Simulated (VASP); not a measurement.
# C (P6_3/mmc) in VASP: notebook

C is run at these levels: LDA; tasks: single point.

Everything below comes from runs of VASP 6.6.1. Logs are shortened: lines on timing, memory, paths and dates and some standing lists are left out, and cuts for length are marked.

## Step 1: The cell of the first run

Symmetry: P6_3/mmc, No. 194, hexagonal system. The conventional cell has a = 2.461 Å, b = 2.461 Å, c = 8.406 Å, α = 90.00°, β = 90.00°, γ = 120.00°. Within 2.0 Å of C (site symmetry 3m) lie 4 C at 1.49 to 1.66 Å. Within 2.0 Å of C (site symmetry 3m) lie 4 C at 1.49 to 1.66 Å.

## Step 2: Single point, LDA (atoms displaced along a vibrational mode, the cell strained)

Contents of INCAR:

```
PREC = Accurate
ENCUT = 520
EDIFF = 1E-6
ISMEAR = 0
SIGMA = 0.05
LREAL = F
LASPH = T
NELM = 100
ALGO = Normal
ISIF = 2
LWAVE = F
LCHARG = F
GGA = CA
NBANDS = 26
```

Contents of KPOINTS:

```
Automatic mesh
0
Gamma
  12 12 4
```

Contents of POSCAR:

```
C
1.0
    2.4606208111      0.0000000000      0.0000000000
   -1.2303104055      2.1309601315      0.0000000000
    0.0000000000      0.0000000000      8.4056584863
C
8
Direct
    0.0000000000      0.0000000000      0.0987800240
    0.0000000000      0.0000000000      0.5987800240
    0.0000000000      0.0000000000      0.4012199760
    0.0000000000      0.0000000000      0.9012199760
    0.3333333333      0.6666666667      0.1510010552
    0.6666666667      0.3333333333      0.6510010552
    0.3333333333      0.6666666667      0.3489989448
    0.6666666667      0.3333333333      0.8489989448
```

Potentials or basis: VASP PAW LDA potentials, release 64 (C).

Command:

```
> cat potpaw_LDA.64/C/POTCAR > POTCAR
> mpirun -np 1 vasp_std > vasp.out
```

OUTCAR:

```text
PREC = Accurate
   ENCUT = 520
   EDIFF = 1E-6
   ISMEAR = 0
   LREAL = F
   LASPH = T
   NELM = 100
   ISIF = 2
   GGA = CA

 ion  position               nearest neighbor table
   1  0.000  0.000  0.099-   5 1.49   5 1.49   5 1.49   4 1.66
   2  0.000  0.000  0.599-   6 1.49   6 1.49   6 1.49   3 1.66
   3  0.000  0.000  0.401-   7 1.49   7 1.49   7 1.49   2 1.66
   4  0.000  0.000  0.901-   8 1.49   8 1.49   8 1.49   1 1.66
   5  0.333  0.667  0.151-   1 1.49   1 1.49   1 1.49   7 1.66
   6  0.667  0.333  0.651-   2 1.49   2 1.49   2 1.49   8 1.66
   7  0.333  0.667  0.349-   3 1.49   3 1.49   3 1.49   5 1.66
   8  0.667  0.333  0.849-   4 1.49   4 1.49   4 1.49   6 1.66

  LATTYP: Found a hexagonal cell.
 ALAT       =     2.4606208111
 C/A-ratio  =     3.4160722564

  Lattice vectors:

 A1 = (   2.4606208111,   0.0000000000,   0.0000000000)
 A2 = (  -1.2303104055,   2.1309601315,   0.0000000000)
 A3 = (   0.0000000000,   0.0000000000,   8.4056584863)

Analysis of symmetry for initial positions (statically):
=====================================================================
 Subroutine PRICEL returns:
 Original cell was already a primitive cell.

 Routine SETGRP: Setting up the symmetry group for a
 hexagonal supercell.

 Subroutine GETGRP returns: Found 24 space group operations
 (whereof 12 operations were pure point group operations)
 out of a pool of 24 trial point group operations.

The static configuration has the point symmetry D_3d.
 The point group associated with its full space group is D_6h.

Analysis of symmetry for dynamics (positions and initial velocities):
=====================================================================
 Subroutine PRICEL returns:
 Original cell was already a primitive cell.

 Routine SETGRP: Setting up the symmetry group for a
 hexagonal supercell.

 Subroutine GETGRP returns: Found 24 space group operations
 (whereof 12 operations were pure point group operations)
 out of a pool of 24 trial point group operations.

The dynamic configuration has the point symmetry D_3d.
 The point group associated with its full space group is D_6h.

 Subroutine INISYM returns: Found 24 space group operations
 (whereof 12 operations are pure point group operations),
 and found     1 'primitive' translations

----------------------------------------------------------------------------------------

                                     Primitive cell

  volume of cell :      44.0749

  direct lattice vectors                    reciprocal lattice vectors
     2.460620811  0.000000000  0.000000000     0.406401505  0.234636018  0.000000000
    -1.230310406  2.130960132  0.000000000     0.000000000  0.469272036  0.000000000
     0.000000000  0.000000000  8.405658486     0.000000000  0.000000000  0.118967479

  length of vectors
     2.460620811  2.460620811  8.405658486     0.469272036  0.469272036  0.118967479

  position of ions in fractional coordinates (direct lattice)
     0.000000000  0.000000000  0.098780024
     0.000000000  0.000000000  0.598780024
     0.000000000  0.000000000  0.401219976
     0.000000000  0.000000000  0.901219976
     0.333333333  0.666666667  0.151001055
     0.666666667  0.333333333  0.651001055
     0.333333333  0.666666667  0.348998945
     0.666666667  0.333333333  0.848998945

  ion indices of the primitive-cell ions
   primitive index   ion index
                 1           1
                 2           2
                 3           3
                 4           4
                 5           5
                 6           6
                 7           7
                 8           8

----------------------------------------------------------------------------------------

 KPOINTS: Automatic mesh

Automatic generation of k-mesh.
 Grid dimensions read from file:
 generate k-points for:   12   12    4

 Generating k-lattice:

  Cartesian coordinates                     Fractional coordinates (reciprocal lattice)
     0.033866792  0.019553002  0.000000000     0.083333333  0.000000000  0.000000000
     0.000000000  0.039106003  0.000000000     0.000000000  0.083333333  0.000000000
     0.000000000  0.000000000  0.029741870     0.000000000  0.000000000  0.250000000

  Length of vectors
     0.039106003  0.039106003  0.029741870

  Shift w.r.t. Gamma in fractional coordinates (k-lattice)
     0.000000000  0.000000000  0.000000000

 Subroutine IBZKPT returns following result:
 ===========================================

 Found     57 irreducible k-points:

 Following reciprocal coordinates:
            Coordinates               Weight
  0.000000  0.000000  0.000000      1.000000
  0.083333  0.000000  0.000000      6.000000
  0.166667  0.000000  0.000000      6.000000
  0.250000  0.000000  0.000000      6.000000
  0.333333  0.000000  0.000000      6.000000
  0.416667  0.000000  0.000000      6.000000
[... 16 lines left out ...]
  0.250000  0.000000  0.250000     12.000000
  0.333333  0.000000  0.250000     12.000000
 [... further k-points ...]
   k-points           NKPTS =     57   k-points in BZ     NKDIM =     57   number of bands    NBANDS=     26
   number of dos      NEDOS =    301   number of ions     NIONS =      8
   total plane-waves  NPLWV =  20736
   dimension x,y,z NGX =    18 NGY =   18 NGZ =   64
   dimension x,y,z NGXF=    36 NGYF=   36 NGZF=  128
   ions per type =               8
   NGX,Y,Z   is equivalent  to a cutoff of  12.16, 12.16, 12.66 a.u.
   NGXF,Y,Z  is equivalent  to a cutoff of  24.32, 24.32, 25.32 a.u.
 SYSTEM =  unknown system
   PREC   = accura    normal or accurate (medium, high low for compatibility)
   ISTART =      0    job   : 0-new  1-cont  2-samecut
   ICHARG =      2    charge: 1-file 2-atom 10-const
   ISPIN  =      1    spin polarized calculation?
   LNONCOLLINEAR =      F non collinear calculations
   LSORBIT =      F    spin-orbit coupling
   LASPH  =      T    aspherical Exc in radial PAW
   ENCUT  =  520.0 eV  38.22 Ry    6.18 a.u.   4.58  4.58 15.63*2*pi/ulx,y,z
   NELM   =    100;   NELMIN=  2; NELMDL= -5     # of ELM steps
   EDIFF  = 0.1E-05   stopping-criterion for ELM
   LREAL  =      F    real-space projection
[... 7 lines left out ...]
   TEBEG  =    0.0;   TEEND  =   0.0 temperature during run
   PSTRESS=    0.0 pullay stress
   NELECT =      32.0000    total number of electrons
   NUPDOWN=      -1.0000    fix difference up-down
   EMIN   =  10.00;   EMAX   =-10.00  energy-range for DOS
   EFERMI =   0.00;   METHOD = LEGACY
   ISMEAR =     0;   SIGMA  =   0.05  broadening in eV -4-tet -1-fermi 0-gaus
   EFERMI_NEDOS =   21; number of points for ismear=-14 and -15
   IALGO  =     38    algorithm
   IMIX   =      4    mixing-type and parameters
     AMIX     =   0.40;   BMIX     =  1.00
     AMIX_MAG =   1.60;   BMIX_MAG =  1.00
  volume/ion in A,a.u.               =       5.51        37.18
  Fermi-wavevector in a.u.,A,eV,Ry     =   1.471389  2.780522 29.456426  2.164986
  Thomas-Fermi vector in A             =   2.586531
   LORBIT       =      0    0 simple, 1 ext, 2 COOP (PROOUT), +10 PAW based schemes
   GGA     = CA    functional components
   LHFCALC =     F    Hartree Fock is set to
   AEXX    =    0.0000 exact exchange contribution
   IVDW    =     0    specifies the selected vdW correction
   LEPSILON=     F    determine dielectric tensor
   LRPA    =     F    only Hartree local field effects (RPA)
 non-spin polarized calculation
 Gauss-broadening in eV      SIGMA  =   0.05
  energy-cutoff  :      520.00
  volume of cell :       44.07
 maximum number of plane-waves:      1210
   NGX =  9   NGY =  9   NGZ = 31

 number of electron      31.9999993 magnetization

 Free energy of the ion-electron system (eV)
  ---------------------------------------------------
  ext. energy  EPLUGINS =         0.00000000
  ---------------------------------------------------
  free energy    TOTEN  =       -80.27511491 eV

  energy without entropy =      -80.27511491  energy(sigma->0) =      -80.27511491

 E-fermi :  11.7837     XC(G=0): -13.6308

 val. band max:       11.5684241606   @ k =   0.0000   0.0000   0.0000
 cond. band min:      13.5648163129   @ k =   0.0000   0.0000   0.0000
 fundamental gap:      1.9963921523
 Fermi energy:        11.7836766795

 k-point     1 :       0.0000    0.0000    0.0000
  band No.  band energies     occupation
      1     -11.6219      2.00000
      2      -9.9989      2.00000
      3      -9.9824      2.00000
      4      -6.4353      2.00000
      5      -3.0528      2.00000
      6       3.3699      2.00000
[... 18 lines left out ...]
     25      18.9859      0.00000
     26      19.2487      0.00000

 k-point     2 :       0.0833    0.0000    0.0000
  band No.  band energies     occupation
      1     -11.4435      2.00000
      2      -9.8242      2.00000
      3      -9.8069      2.00000
      4      -6.2790      2.00000
      5      -2.8716      2.00000
      6       3.4920      2.00000
[... 18 lines left out ...]
     25      19.3188      0.00000
     26      19.6362      0.00000

 k-point     3 :       0.1667    0.0000    0.0000
  band No.  band energies     occupation
      1     -10.9100      2.00000
      2      -9.3021      2.00000
      3      -9.2822      2.00000
      4      -5.8122      2.00000
      5      -2.3363      2.00000
      6       3.8314      2.00000
[... 572 lines left out ...]
 k-point    23 :       0.2500    0.0000    0.2500
  band No.  band energies     occupation
      1      -9.9251      2.00000
      2      -9.1194      2.00000
      3      -7.5612      2.00000
      4      -5.5656      2.00000
      5      -0.7935      2.00000
      6       2.0178      2.00000
[... 18 lines left out ...]
     25      20.9373      0.00000
     26      22.6067      0.00000

 k-point    24 :       0.3333    0.0000    0.2500
  band No.  band energies     occupation
      1      -8.7057      2.00000
      2      -7.9136      2.00000
      3      -6.3898      2.00000
      4      -4.4712      2.00000
      5      -0.6178      2.00000
      6       0.0588      2.00000
[... 18 lines left out ...]
     25      21.8414      0.00000
     26      22.1103      0.00000

 [... further k-points ...]

------------------------ aborting loop because EDIFF is reached ----------------------------------------

  FORCE on cell =-STRESS in cart. coord.  units (eV):
  Direction    XX          YY          ZZ          XY          YZ          ZX
  --------------------------------------------------------------------------------------
  -------------------------------------------------------------------------------------
  Total        5.7852475      5.7852475     -4.8260295      0.0000000     -0.0000000      0.0000000
  in kB      210.3007251    210.3007251   -175.4319937      0.0000000     -0.0000000      0.0000000
  external PRESSURE =      81.7231522 kB  Pullay stress =       0.0000000 kB

 VOLUME and BASIS-vectors are now :
 -----------------------------------------------------------------------------
  energy-cutoff  :      520.00
  volume of cell :       44.07
      direct lattice vectors                 reciprocal lattice vectors
     2.460620811  0.000000000  0.000000000     0.406401505  0.234636018  0.000000000
    -1.230310406  2.130960132  0.000000000     0.000000000  0.469272036  0.000000000
     0.000000000  0.000000000  8.405658486     0.000000000  0.000000000  0.118967479

 POSITION                                       TOTAL-FORCE (eV/Angst)
 -----------------------------------------------------------------------------------
      0.00000      0.00000      0.83031        -0.000000     -0.000000     -2.786275
      0.00000      0.00000      5.03314        -0.000000      0.000000     -2.786275
      0.00000      0.00000      3.37252         0.000000     -0.000000      2.786275
      0.00000      0.00000      7.57535        -0.000000      0.000000      2.786275
     -0.00000      1.42064      1.26926        -0.000000     -0.000000      2.299138
      1.23031      0.71032      5.47209        -0.000000      0.000000      2.299138
     -0.00000      1.42064      2.93357         0.000000      0.000000     -2.299138
      1.23031      0.71032      7.13640         0.000000      0.000000     -2.299138
 -----------------------------------------------------------------------------------
    total drift:                                0.000000     -0.000000      0.000000

  FREE ENERGIE OF THE ION-ELECTRON SYSTEM (eV)
  ---------------------------------------------------
  free  energy   TOTEN  =       -80.2751149080 eV

  energy  without entropy=      -80.2751149080  energy(sigma->0) =      -80.27511491
```

Run time: 34 s. Hardware: 1 thread of Intel Xeon Platinum 8488C (Sapphire Rapids), shared host; peak memory 0.16 GiB.

What came out:

| Property | Result |
| --- | --- |
| Free energy | -80.2751 eV |
| Pressure | 8.2 GPa |
| Largest force | 2.786 eV/Å |
| Band gap on the k mesh | 2.00 eV |

Forces on the atoms (eV/Å):
```
C    0.000  0.000 -2.786
C    0.000  0.000 -2.786
C    0.000  0.000  2.786
C    0.000  0.000  2.786
C    0.000  0.000  2.299
C    0.000  0.000  2.299
C    0.000  0.000 -2.299
C    0.000  0.000 -2.299
```

Caveat: the cell differs from its parent crystal (atoms displaced along a vibrational mode, the cell strained); the cell stands under pressure; forces of over 1 eV/Å act on the atoms, so gaps and moduli don't describe the material at rest.

## Step 3: Single point, LDA (atoms displaced along a vibrational mode)

Contents of INCAR:

```
PREC = Accurate
ENCUT = 520
EDIFF = 1E-6
ISMEAR = 0
SIGMA = 0.05
LREAL = False
LASPH = True
NELM = 100
ALGO = Normal
ISIF = 2
LWAVE = False
LCHARG = False
GGA = CA
NBANDS = 26
```

KPOINTS is that of step 2.

Contents of POSCAR:

```
C
1.0
    2.4896249417      0.0000000000      0.0000000000
   -1.2448124708      2.1560784454      0.0000000000
    0.0000000000      0.0000000000      8.2142660865
C
8
Direct
    0.0000000000      0.0000000000      0.0973191510
    0.0000000000      0.0000000000      0.5973191510
    0.0000000000      0.0000000000      0.4026808490
    0.0000000000      0.0000000000      0.9026808490
    0.3333333333      0.6666666667      0.1521368824
    0.6666666667      0.3333333333      0.6521368824
    0.3333333333      0.6666666667      0.3478631176
    0.6666666667      0.3333333333      0.8478631176
```

Potentials or basis: VASP PAW LDA potentials, release 64 (C).

Command:

```
> cat potpaw_LDA.64/C/POTCAR > POTCAR
> mpirun -np 1 vasp_std > vasp.out
```

OUTCAR:

```text
PREC = Accurate
   ENCUT = 520
   EDIFF = 1E-6
   ISMEAR = 0
   LREAL = False
   LASPH = True
   NELM = 100
   ISIF = 2
   GGA = CA

 ion  position               nearest neighbor table
   1  0.000  0.000  0.097-   5 1.51   5 1.51   5 1.51   4 1.60
   2  0.000  0.000  0.597-   6 1.51   6 1.51   6 1.51   3 1.60
   3  0.000  0.000  0.403-   7 1.51   7 1.51   7 1.51   2 1.60
   4  0.000  0.000  0.903-   8 1.51   8 1.51   8 1.51   1 1.60
   5  0.333  0.667  0.152-   1 1.51   1 1.51   1 1.51   7 1.61
   6  0.667  0.333  0.652-   2 1.51   2 1.51   2 1.51   8 1.61
   7  0.333  0.667  0.348-   3 1.51   3 1.51   3 1.51   5 1.61
   8  0.667  0.333  0.848-   4 1.51   4 1.51   4 1.51   6 1.61

  LATTYP: Found a hexagonal cell.
 ALAT       =     2.4896249417
 C/A-ratio  =     3.2993990175

  Lattice vectors:

 A1 = (   2.4896249417,   0.0000000000,   0.0000000000)
 A2 = (  -1.2448124708,   2.1560784454,   0.0000000000)
[... 194 lines left out ...]
 cond. band min:      14.7929008981   @ k =   0.0000   0.0000   0.0000
 fundamental gap:      3.6018765350
 Fermi energy:        11.5021899669

 k-point     1 :       0.0000    0.0000    0.0000
  band No.  band energies     occupation
      1     -11.5837      2.00000
      2      -9.8587      2.00000
      3      -9.8547      2.00000
      4      -5.8518      2.00000
      5      -3.1712      2.00000
      6       3.7163      2.00000
[... 685 lines left out ...]
     25      21.6294      0.00000
     26      22.5021      0.00000

 [... further k-points ...]

------------------------ aborting loop because EDIFF is reached ----------------------------------------

  FORCE on cell =-STRESS in cart. coord.  units (eV):
  Direction    XX          YY          ZZ          XY          YZ          ZX
  --------------------------------------------------------------------------------------
  -------------------------------------------------------------------------------------
  Total        1.2043630      1.2043630      0.6124796      0.0000000      0.0000000     -0.0000000
  in kB       43.7623599     43.7623599     22.2553778      0.0000000      0.0000000     -0.0000000
  external PRESSURE =      36.5933658 kB  Pullay stress =       0.0000000 kB

 VOLUME and BASIS-vectors are now :
 -----------------------------------------------------------------------------
  energy-cutoff  :      520.00
  volume of cell :       44.09
      direct lattice vectors                 reciprocal lattice vectors
     2.489624942  0.000000000  0.000000000     0.401666927  0.231902508  0.000000000
    -1.244812471  2.156078445  0.000000000     0.000000000  0.463805017  0.000000000
     0.000000000  0.000000000  8.214266087     0.000000000  0.000000000  0.121739421

 POSITION                                       TOTAL-FORCE (eV/Angst)
 -----------------------------------------------------------------------------------
      0.00000      0.00000      0.79941        -0.000000     -0.000000     -2.392649
      0.00000      0.00000      4.90654         0.000000      0.000000     -2.392649
      0.00000      0.00000      3.30773        -0.000000     -0.000000      2.392649
      0.00000      0.00000      7.41486        -0.000000     -0.000000      2.392649
     -0.00000      1.43739      1.24969         0.000000     -0.000000      1.897532
      1.24481      0.71869      5.35683        -0.000000      0.000000      1.897532
     -0.00000      1.43739      2.85744         0.000000     -0.000000     -1.897532
      1.24481      0.71869      6.96457        -0.000000      0.000000     -1.897532
 -----------------------------------------------------------------------------------
    total drift:                               -0.000000     -0.000000      0.000000

  FREE ENERGIE OF THE ION-ELECTRON SYSTEM (eV)
  ---------------------------------------------------
  free  energy   TOTEN  =       -80.6161044452 eV

  energy  without entropy=      -80.6161044452  energy(sigma->0) =      -80.61610445
```

Wall time 36 s (1 thread of Intel Xeon Platinum 8488C (Sapphire Rapids), shared host); peak memory 0.16 GiB.

Results:

```
Free energy            : -80.6161 eV
Pressure               : 3.7 GPa
Largest force          : 2.393 eV/Å
Band gap on the k mesh : 3.60 eV
```

Forces in eV/Å, atoms in the order of the input:
```
C    0.000  0.000 -2.393
C    0.000  0.000 -2.393
C    0.000  0.000  2.393
C    0.000  0.000  2.393
C    0.000  0.000  1.898
C    0.000  0.000  1.898
C    0.000  0.000 -1.898
C    0.000  0.000 -1.898
```

Caveat: the cell differs from its parent crystal (atoms displaced along a vibrational mode); the cell stands under pressure; forces of over 1 eV/Å act on the atoms, so gaps and moduli don't describe the material at rest.
